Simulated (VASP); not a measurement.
# Si13O24 (a cell with a defect) in VASP: further runs

The runs below take Si13O24 (a cell with a defect) through single point, with PBE.

All numbers are computed with VASP 6.6.1; they aren't measurements. Logs are shortened: lines on timing, memory, paths and dates and some standing lists are left out, and cuts for length are marked.

### 1 The cell of the first run

The cell holds a defect, 37 atoms: a = 7.326 Å, b = 7.326 Å, c = 9.833 Å, α = 70.39°, β = 70.39°, γ = 71.07°.

### 2 Single point, PBE

The input, INCAR:

```
SYSTEM = Si13O24
  ALGO = Normal
  EDIFF = 1E-6
  ENCUT = 520
  GGA = PE
  ISIF = 2
  ISMEAR = -1
  LASPH = .True.
  LCHARG = .False.
  LREAL = Auto
  LWAVE = .False.
  NBANDS = 122
  NELM = 100
  PREC = Accurate
  SIGMA = 0.05
```

The input, KPOINTS:

```
k-points
0
Gamma
  1 1 1
  0 0 0
```

The input, POSCAR:

```
Si13O24
1.0
   -2.4582790000      4.2578640000      5.4316250000
    4.9165580000      0.0000000000      5.4316250000
    4.9165580000      8.5157280000      0.0000000000
Si O
13 24
Direct
    0.4219863229      0.9493223589      0.0317320234
    0.0168707773      0.0156997552      0.2649990102
    0.1305989722      0.5803297836      0.9416379107
    0.4145772117      0.8920547765      0.5409342385
    0.0064006888     -0.0016423611      0.7680867419
    0.0670570106      0.5965933063      0.4498755947
    0.8916438018      0.4583451049      0.2608314550
    0.4943519828      0.4715856262      0.4796977819
    0.6180728098      0.0711948700      0.2079216305
    0.8857681505      0.4461666617      0.7831198786
    0.4970995698      0.5018271192      0.0529518387
    0.6092959603      0.0422003070      0.6934989517
    0.4440740088      0.4631083770      0.7862539786
    0.5830566806      1.0193605097      0.0720422528
    0.6017369678      0.3108401935      0.1671645999
    0.1967375270      0.0433267165      0.1148998137
    0.2882049631      0.4614866824      1.0639970031
    0.9431515412      0.2159322861      0.3221250237
    0.9293562462      0.5332671093      0.0837515171
    0.5817139269      0.8898949914      0.6151247204
    0.5938303542      0.2488129787      0.5617691388
    0.1940315025      0.0019230099      0.6191965078
    0.2879601880      0.4591779168      0.4632127162
    0.9322690276      0.2075263314      0.8145583327
    0.8997210528      0.5481227760      0.6065056590
    0.0146256025      0.5440133003      0.3247007166
    0.0836880413      0.8279829992      0.4002147990
    0.6535054036      0.5492649703      0.3300822914
    0.8408595937      0.9658463816      0.2272879556
    0.4333281590      0.6443922840      0.5769468713
    0.4572853910     -0.0043348201      0.3633864121
    0.0426029677      0.5096543626      0.8288180349
    0.0689000436      0.8284689121      0.9095444850
    0.6404878073      0.5240374518      0.8724555548
    0.8278889257      0.9613071193      0.7241204512
    0.4644731552      0.7084521777      0.0904279963
    0.4402018645      0.0236709739      0.8530912120
```

Potentials or basis: VASP PAW PBE potentials, release 64 (Si, O).

The run is started by

```sh
cat potpaw_PBE.64/Si/POTCAR potpaw_PBE.64/O/POTCAR > POTCAR
mpirun -np 1 vasp_gam > vasp.out
```

OUTCAR:

```text
SYSTEM = Si13O24
   EDIFF = 1E-6
   ENCUT = 520
   GGA = PE
   ISIF = 2
   ISMEAR = -1
   LASPH = .True.
   LREAL = Auto
   NELM = 100
   PREC = Accurate

 ion  position               nearest neighbor table
   1  0.422  0.949  0.032-  16 1.61  36 1.62  37 1.63  14 1.63   9 3.07  12 3.07  11 3.09   2 3.09

   2  0.017  0.016  0.265-  18 1.61  16 1.62  29 1.63  27 1.63   6 2.97   9 3.03   7 3.06   1 3.09

   3  0.131  0.580  0.942-  33 1.67  19 1.69  32 1.73  17 1.77  13 2.36   5 2.97   7 3.03  11 3.05

   4  0.415  0.892  0.541-  22 1.61  20 1.62  31 1.62  30 1.70  12 3.01   5 3.12   9 3.13
   5  0.006  0.998  0.768-  33 1.61  24 1.62  35 1.63  22 1.64   3 2.97   4 3.12  12 3.13
   6  0.067  0.597  0.450-  26 1.59  23 1.63  25 1.63  27 1.63   2 2.97   8 3.05  10 3.05   7 3.14

   7  0.892  0.458  0.261-  19 1.59  26 1.62  18 1.63  28 1.64   8 2.98   3 3.03   2 3.06   6 3.14

   8  0.494  0.472  0.480-  28 1.60  23 1.61  21 1.61  30 1.70  13 2.89   7 2.98   6 3.05
   9  0.618  0.071  0.208-  29 1.61  14 1.62  31 1.64  15 1.64  11 2.99   2 3.03   1 3.07   4 3.13

  10  0.886  0.446  0.783-  32 1.60  24 1.61  25 1.63  34 1.71   6 3.05
  11  0.497  0.502  0.053-  36 1.60  17 1.61  15 1.62  34 1.72  13 2.89   9 2.99   3 3.05   1 3.09

  12  0.609  0.042  0.693-  35 1.61  21 1.63  37 1.64  20 1.65   4 3.01   1 3.07   5 3.13
  13  0.444  0.463  0.786-  30 2.05  34 2.12   3 2.36  11 2.89   8 2.89
  14  0.583  0.019  0.072-   9 1.62   1 1.63
  15  0.602  0.311  0.167-  11 1.62   9 1.64
  16  0.197  0.043  0.115-   1 1.61   2 1.62
  17  0.288  0.461  0.064-  11 1.61   3 1.77
  18  0.943  0.216  0.322-   2 1.61   7 1.63
  19  0.929  0.533  0.084-   7 1.59   3 1.69
[... 8 lines left out ...]
  28  0.654  0.549  0.330-   8 1.60   7 1.64
  29  0.841  0.966  0.227-   9 1.61   2 1.63
  30  0.433  0.644  0.577-   8 1.70   4 1.70  13 2.05
  31  0.457  0.996  0.363-   4 1.62   9 1.64
  32  0.043  0.510  0.829-  10 1.60   3 1.73
  33  0.069  0.828  0.910-   5 1.61   3 1.67
  34  0.640  0.524  0.872-  10 1.71  11 1.72  13 2.12
  35  0.828  0.961  0.724-  12 1.61   5 1.63
  36  0.464  0.708  0.090-  11 1.60   1 1.62
  37  0.440  0.024  0.853-   1 1.63  12 1.64

  LATTYP: Found a base centered monoclinic cell.
 ALAT       =    11.9240405084
 B/A-ratio  =     0.7141646479
 C/A-ratio  =     0.8246462911
 COS(beta)  =    -0.4123231455

  Lattice vectors:

 A1 = (   2.4582790000,  -4.2578640000,  -5.4316250000)
 A2 = (  -4.9165580000,   0.0000000000,  -5.4316250000)
 A3 = (   4.9165580000,   8.5157280000,   0.0000000000)

Analysis of symmetry for initial positions (statically):
=====================================================================
 Subroutine PRICEL returns:
 Original cell was already a primitive cell.

 Routine SETGRP: Setting up the symmetry group for a
 base centered monoclinic supercell.

 Subroutine GETGRP returns: Found  1 space group operations
 (whereof  1 operations were pure point group operations)
 out of a pool of  4 trial point group operations.

The static configuration has the point symmetry C_1 .

Analysis of symmetry for dynamics (positions and initial velocities):
=====================================================================
 Subroutine PRICEL returns:
 Original cell was already a primitive cell.

 Routine SETGRP: Setting up the symmetry group for a
 base centered monoclinic supercell.

 Subroutine GETGRP returns: Found  1 space group operations
 (whereof  1 operations were pure point group operations)
 out of a pool of  4 trial point group operations.

The dynamic configuration has the point symmetry C_1 .

 Subroutine INISYM returns: Found  1 space group operations
 (whereof  1 operations are pure point group operations),
 and found     1 'primitive' translations

----------------------------------------------------------------------------------------

                                     Primitive cell

  volume of cell :     454.8233

  direct lattice vectors                    reciprocal lattice vectors
    -2.458279000  4.257864000  5.431625000    -0.101697163  0.058714886  0.092053483
     4.916558000  0.000000000  5.431625000     0.101697163 -0.058714886  0.092053483
     4.916558000  8.515728000  0.000000000     0.050848581  0.088072329 -0.046026742

  length of vectors
     7.326328659  7.326328733  9.833115780     0.149209901  0.149209901  0.111627839

  position of ions in fractional coordinates (direct lattice)
     0.421986323  0.949322359  0.031732023
     0.016870777  0.015699755  0.264999010
     0.130598972  0.580329784  0.941637911
     0.414577212  0.892054776  0.540934239
     0.006400689  0.998357639  0.768086742
     0.067057011  0.596593306  0.449875595
[... 29 lines left out ...]
     0.464473155  0.708452178  0.090427996
     0.440201864  0.023670974  0.853091212

  ion indices of the primitive-cell ions
   primitive index   ion index
                 1           1
                 2           2
                 3           3
                 4           4
                 5           5
                 6           6
[... 29 lines left out ...]
                36          36
                37          37

----------------------------------------------------------------------------------------

 KPOINTS: k-points

Automatic generation of k-mesh.
 Grid dimensions read from file:
 generate k-points for:    1    1    1

 Generating k-lattice:

  Cartesian coordinates                     Fractional coordinates (reciprocal lattice)
    -0.101697163  0.058714886  0.092053483     1.000000000 -0.000000000  0.000000000
     0.101697163 -0.058714886  0.092053483    -0.000000000  1.000000000  0.000000000
     0.050848581  0.088072329 -0.046026742    -0.000000000  0.000000000  1.000000000

  Length of vectors
     0.149209901  0.149209901  0.111627839

  Shift w.r.t. Gamma in fractional coordinates (k-lattice)
     0.000000000  0.000000000  0.000000000

 Subroutine IBZKPT returns following result:
 ===========================================

 Found      1 irreducible k-points:

 Following reciprocal coordinates:
            Coordinates               Weight
  0.000000  0.000000  0.000000      1.000000
   k-points           NKPTS =      1   k-points in BZ     NKDIM =      1   number of bands    NBANDS=    122
   number of dos      NEDOS =    301   number of ions     NIONS =     37
   total plane-waves  NPLWV = 233280
   dimension x,y,z NGX =    54 NGY =   54 NGZ =   80
   dimension x,y,z NGXF=   108 NGYF=  108 NGZF=  160
   ions per type =              13  24
   NGX,Y,Z   is equivalent  to a cutoff of  12.25, 12.25, 13.53 a.u.
   NGXF,Y,Z  is equivalent  to a cutoff of  24.51, 24.51, 27.05 a.u.
 SYSTEM =  Si13O24
   PREC   = accura    normal or accurate (medium, high low for compatibility)
   ISTART =      0    job   : 0-new  1-cont  2-samecut
   ICHARG =      2    charge: 1-file 2-atom 10-const
   ISPIN  =      1    spin polarized calculation?
   LNONCOLLINEAR =      F non collinear calculations
   LSORBIT =      F    spin-orbit coupling
   LASPH  =      T    aspherical Exc in radial PAW
   ENCUT  =  520.0 eV  38.22 Ry    6.18 a.u.  13.62 13.62 18.28*2*pi/ulx,y,z
   NELM   =    100;   NELMIN=  2; NELMDL= -5     # of ELM steps
   EDIFF  = 0.1E-05   stopping-criterion for ELM
   LREAL  =      T    real-space projection
   EDIFFG = 0.1E-04   stopping-criterion for IOM
   NSW    =      0    number of steps for IOM
   IBRION =     -1    ionic relax: 0-MD 1-quasi-New 2-CG
   NFREE  =      0    steps in history (QN), initial steepest desc. (CG)
   ISIF   =      2    stress and relaxation
   ISYM   =      2    0-nonsym 1-usesym 2-fastsym
   POTIM  = 0.5000    time-step for ionic-motion
   TEBEG  =    0.0;   TEEND  =   0.0 temperature during run
   PSTRESS=    0.0 pullay stress
   NELECT =     196.0000    total number of electrons
   NUPDOWN=      -1.0000    fix difference up-down
   EMIN   =  10.00;   EMAX   =-10.00  energy-range for DOS
   EFERMI =   0.00;   METHOD = LEGACY
   ISMEAR =    -1;   SIGMA  =   0.05  broadening in eV -4-tet -1-fermi 0-gaus
   EFERMI_NEDOS =   21; number of points for ismear=-14 and -15
   IALGO  =     38    algorithm
   IMIX   =      4    mixing-type and parameters
     AMIX     =   0.40;   BMIX     =  1.00
     AMIX_MAG =   1.60;   BMIX_MAG =  1.00
  volume/ion in A,a.u.               =      12.29        82.95
  Fermi-wavevector in a.u.,A,eV,Ry     =   1.236553  2.336746 20.804158  1.529062
  Thomas-Fermi vector in A             =   2.371156
   LORBIT       =      0    0 simple, 1 ext, 2 COOP (PROOUT), +10 PAW based schemes
   GGA     = PE    functional components
   LHFCALC =     F    Hartree Fock is set to
   AEXX    =    0.0000 exact exchange contribution
   IVDW    =     0    specifies the selected vdW correction
   LEPSILON=     F    determine dielectric tensor
   LRPA    =     F    only Hartree local field effects (RPA)
 non-spin polarized calculation
  energy-cutoff  :      520.00
  volume of cell :      454.82
 maximum number of plane-waves:      6121
 NGX is ok and might be reduce to    54
   NGX = 27   NGY = 27   NGZ = 37

 number of electron     196.0000020 magnetization

 Free energy of the ion-electron system (eV)
  ---------------------------------------------------
  ext. energy  EPLUGINS =         0.00000000
  ---------------------------------------------------
  free energy    TOTEN  =      -283.53760292 eV

  energy without entropy =     -283.53760292  energy(sigma->0) =     -283.53760292

 E-fermi :   6.0567     XC(G=0):  -9.4853

 val. band max:        5.0486341469   @ k =   0.0000   0.0000   0.0000
 cond. band min:       7.0651936163   @ k =   0.0000   0.0000   0.0000
 fundamental gap:      2.0165594694
 Fermi energy:         6.0566662811

 k-point     1 :       0.0000    0.0000    0.0000
  band No.  band energies     occupation
      1     -17.9565      2.00000
      2     -17.5411      2.00000
      3     -17.2360      2.00000
      4     -17.2168      2.00000
      5     -17.0178      2.00000
      6     -16.8851      2.00000
[... 102 lines left out ...]
    109      10.5784      0.00000
    110      10.7868      0.00000
 [bands above 110 left out]

------------------------ aborting loop because EDIFF is reached ----------------------------------------

  FORCE on cell =-STRESS in cart. coord.  units (eV):
  Direction    XX          YY          ZZ          XY          YZ          ZX
  --------------------------------------------------------------------------------------
  -------------------------------------------------------------------------------------
  Total       13.3792205     12.6849530      7.5685399      1.9474899      0.4567866      2.1822421
  in kB       47.1301336     44.6844815     26.6612168      6.8602994      1.6090931      7.6872464
  external PRESSURE =      39.4919440 kB  Pullay stress =       0.0000000 kB

 VOLUME and BASIS-vectors are now :
 -----------------------------------------------------------------------------
  energy-cutoff  :      520.00
  volume of cell :      454.82
      direct lattice vectors                 reciprocal lattice vectors
    -2.458279000  4.257864000  5.431625000    -0.101697163  0.058714886  0.092053483
     4.916558000  0.000000000  5.431625000     0.101697163 -0.058714886  0.092053483
     4.916558000  8.515728000  0.000000000     0.050848581  0.088072329 -0.046026742

 POSITION                                       TOTAL-FORCE (eV/Angst)
 -----------------------------------------------------------------------------------
      3.78605      2.06698      7.44843        -0.024730     -0.039872      0.007514
      1.33860      2.32849      0.17691        -0.033908     -0.020348     -0.038332
      7.16179      8.57480      3.86150        -0.064351     -0.080442      0.062791
      6.02623      6.37166      7.09713         0.037277     -0.029303     -0.002334
      8.66909      6.56807      5.45747         0.062091      0.025707     -0.056521
      4.98018      4.11654      3.60470         0.039778      0.022071     -0.052690
[... 29 lines left out ...]
      2.78594      2.74772      6.37089        -0.003068      0.016911      0.034517
      3.22851      9.13901      2.51958         0.004911      0.002551      0.021963
 -----------------------------------------------------------------------------------
    total drift:                               -0.015977      0.010219     -0.010037

  FREE ENERGIE OF THE ION-ELECTRON SYSTEM (eV)
  ---------------------------------------------------
  free  energy   TOTEN  =      -283.5376029241 eV

  energy  without entropy=     -283.5376029167  energy(sigma->0) =     -283.53760292
```

Run time: 2.3 min. Hardware: 1 thread of Intel Xeon Platinum 8259CL at 2.50GHz (Skylake/Cascade Lake), shared host; peak memory 0.47 GiB.

Results:

```yaml
Free_energy: -283.5376 eV
Pressure: 3.9 GPa
Largest_force: 0.121 eV/Å
Band_gap_on_the_k_mesh: 2.02 eV
```

Forces on the atoms (eV/Å):
```
Si  -0.025 -0.040  0.008
Si  -0.034 -0.020 -0.038
Si  -0.064 -0.080  0.063
Si   0.037 -0.029 -0.002
Si   0.062  0.026 -0.057
Si   0.040  0.022 -0.053
Si   0.036 -0.058  0.037
Si  -0.031 -0.027 -0.023
Si  -0.040  0.023 -0.019
Si   0.032 -0.027  0.041
Si   0.056  0.068  0.030
Si  -0.074 -0.003 -0.064
Si   0.011  0.015 -0.050
O    0.040 -0.038 -0.015
O    0.005 -0.007  0.029
O    0.001  0.008  0.016
O    0.031  0.012 -0.072
O    0.049  0.003  0.002
O    0.010  0.031 -0.054
O    0.020  0.035  0.053
O    0.000 -0.026  0.012
O    0.023 -0.017 -0.008
O    0.026  0.037  0.022
O   -0.077  0.062  0.006
O   -0.046 -0.040  0.014
O   -0.005  0.015  0.000
O    0.004 -0.012  0.007
O   -0.016  0.033 -0.012
O    0.002  0.046  0.025
O   -0.018  0.022 -0.005
O   -0.040 -0.018  0.017
O   -0.020  0.016 -0.001
O   -0.047 -0.013  0.002
O    0.017 -0.052 -0.003
O    0.034  0.015  0.037
O   -0.003  0.017  0.035
O    0.005  0.003  0.022
```

Caveat: the k points lie up to 0.94 Å⁻¹ apart.

### 3 Single point, PBE

The input, INCAR:

```
SYSTEM = Si13O24
  PREC = Accurate
  ENCUT = 520
  EDIFF = 1E-6
  ISMEAR = -1
  SIGMA = 0.05
  LREAL = Auto
  LASPH = .True.
  NELM = 100
  ALGO = Normal
  ISIF = 2
  LWAVE = .False.
  LCHARG = .True.
  GGA = PE
  LELF = .True.
  LVHAR = .True.
  NBANDS = 122
```

The input, KPOINTS:

```
regular mesh
0
Gamma
  1 1 1
  0 0 0
```

The input, POSCAR:

```
Si13O24
1.0
   -2.4582790000      4.2578640000      5.4316250000
    4.9165580000      0.0000000000      5.4316250000
    4.9165580000      8.5157280000      0.0000000000
Si O
13 24
Direct
    0.4451524853      0.9469907499      0.0360158589
    0.0203151734      0.0288045651      0.2720848710
    0.0920433349      0.5890051543      0.9384390856
    0.4229999928      0.8744017977      0.5304330480
   -0.0096614169     -0.0000778416      0.7515079156
    0.0779543661      0.6046590322      0.4428489156
    0.9019018381      0.4580042674      0.2695629349
    0.4987669760      0.4646279564      0.4844116731
    0.6254963132      0.0821740433      0.2006548079
    0.8807853569      0.4478777964      0.7689930605
    0.4993865210      0.5134963640      0.0551191995
    0.5832128262      0.0512566005      0.7014854282
    0.4261842828      0.4129200368      0.8280049909
    0.6106018176      1.0387756707      0.0522375189
    0.5843909741      0.3228145122      0.1777584617
    0.2252749098      0.0390842829      0.1299137398
    0.2800381317      0.5137758742      1.0682276043
    0.9612944800      0.2200094576      0.3423006043
    0.9546945208      0.4820946537      0.0933496900
    0.5603074931      0.9136344671      0.6072043278
    0.5925190902      0.2523477774      0.5745879033
    0.1945599109     -0.0160313858      0.6078036264
    0.2816223692      0.4636058083      0.4973726559
    0.9395075325      0.2002986949      0.8088568235
    0.8929279153      0.5515385197      0.5904526747
    0.0133995372      0.5751536122      0.3103723596
    0.1100920013      0.8250793332      0.3890499122
    0.6476690708      0.5108608351      0.3302258104
    0.8449668208      0.9959923765      0.2237561125
    0.4849034503      0.6271578574      0.5699861545
    0.4656600686     -0.0408148335      0.3501618132
   -0.0181893619      0.5630907497      0.8196419413
    0.0425433223      0.8346711393      0.9090657099
    0.6193301090      0.4919947707      0.8695647189
    0.8029795611      0.9676507751      0.7180504396
    0.5412684698      0.7061298687      0.0759597381
    0.4256189483      0.0057068520      0.8579034467
```

Potentials or basis: VASP PAW PBE potentials, release 64 (Si, O).

The run is started by

```sh
cat potpaw_PBE.64/Si/POTCAR potpaw_PBE.64/O/POTCAR > POTCAR
mpirun -np 1 vasp_gam > vasp.out
```

It took 2.3 min on 1 thread of Intel Xeon Platinum 8259CL at 2.50GHz (Skylake/Cascade Lake), shared host; peak memory 0.47 GiB.

Results (log left out):

- Free energy: -280.7252 eV
- Pressure: 4.6 GPa
- Largest force: 4.087 eV/Å
- Band gap on the k mesh: 1.62 eV

Forces on the atoms (eV/Å):
```
Si  -0.542 -1.646 -0.186
Si  -1.112  0.563  1.697
Si  -1.265  0.641  2.144
Si   0.930  0.186 -0.408
Si  -1.084  2.003  0.288
Si   0.132  1.006 -1.546
Si   0.102 -1.803 -2.424
Si   0.541  1.679  0.736
Si   0.962 -0.115 -1.779
Si  -0.305 -1.190 -1.913
Si   0.194 -0.361  0.869
Si  -1.152 -1.404 -0.969
Si   0.363 -0.291  0.057
O    0.478  0.318 -0.056
O   -0.948  0.385 -0.848
O    0.485 -0.199 -0.630
O   -0.065 -0.552  0.110
O   -1.363  0.419 -0.853
O    0.698 -0.548 -0.972
O    0.039  0.877  0.814
O   -0.073 -0.088  0.378
O    0.688 -0.129 -1.235
O    0.863 -3.060 -2.254
O    0.981 -1.062  1.577
O   -0.222  0.554 -0.069
O    0.638  1.239  0.776
O    1.113 -0.216  0.192
O   -1.979 -0.436  3.550
O   -0.442  0.903  0.511
O    1.342  0.086 -0.374
O   -0.398 -0.736  2.240
O    0.009  0.687 -0.108
O   -0.460 -1.255 -0.138
O    0.293  0.257  0.921
O   -1.101  1.976  1.519
O    0.377 -0.632 -0.356
O    1.282  1.948 -1.258
```

Stress tensor (GPa, compression positive):
```
 3.05 -1.14  2.64
-1.14  6.18  1.06
 2.64  1.06  4.72
```

Levels at points of the mesh, in eV from the valence-band top:
```csv
k point,band 94,band 95,band 96,band 97,band 98,band 99,band 100,band 101,band 102,band 103
"(0.00, 0.00, 0.00)",-3.42,-3.34,-3.09,-2.86,0.00,1.62,2.24,3.13,4.10,4.29
```

Caveat: the k points lie up to 0.94 Å⁻¹ apart, too coarse for converged energies, forces and pressures.

(Continued in part 2 of 2.)
